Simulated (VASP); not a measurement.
Write the native input for VASP 6.6.1 that does the following.

- Task: single point
- Functional: PBE
- Potentials or basis: VASP PAW PBE potentials, release 64 (Si)
- Cutoff: 520 eV
- k mesh: 3 × 3 × 3
- Occupations: fermi-dirac, width 0.02 eV
- Spin: no spin polarisation
- Dipole correction: no
- Further INCAR settings: ALGO = Normal; EDIFF = 1e-06; NBANDS = 11

The structure of Si lies in POSCAR:

```
Si
1.0
    0.0000000000      2.7218511865      2.7218511865
    2.7218511865      0.0000000000      2.7218511865
    2.7218511865      2.7218511865      0.0000000000
Si
2
Direct
    0.5000000000      0.5000000000      0.5000000000
    0.7500000000      0.7500000000      0.7500000000
```

These files were run (other wordings do the same):

INCAR

```
SYSTEM = Si
PREC = Accurate ; ENCUT = 520
EDIFF = 1E-6 ; ISMEAR = -1
SIGMA = 0.02 ; LREAL = .FALSE.
LASPH = .TRUE. ; NELM = 80
ALGO = Normal ; ISIF = 2
LWAVE = .FALSE. ; LCHARG = .TRUE.
GGA = PE ; LELF = .TRUE.
LVHAR = .TRUE. ; NBANDS = 11
```

KPOINTS

```
regular mesh
0
G
  3 3 3
  0 0 0
```

Potentials or basis: VASP PAW PBE potentials, release 64 (Si).

Launch:

```bash
$ cat potpaw_PBE.64/Si/POTCAR > POTCAR
$ mpirun -np 1 vasp_std > vasp.out
```

Results of the run:

The pressure is 3.2 GPa and the band gap on the k mesh is 0.70 eV, indirect (least direct gap 2.52 eV).

Caveat: the k points lie up to 0.67 Å⁻¹ apart.

Wall time 2 s on 1 thread of Intel(R) Xeon(R) 6975P-C (Granite Rapids), with other jobs on the host, peak memory 0.15 GiB.
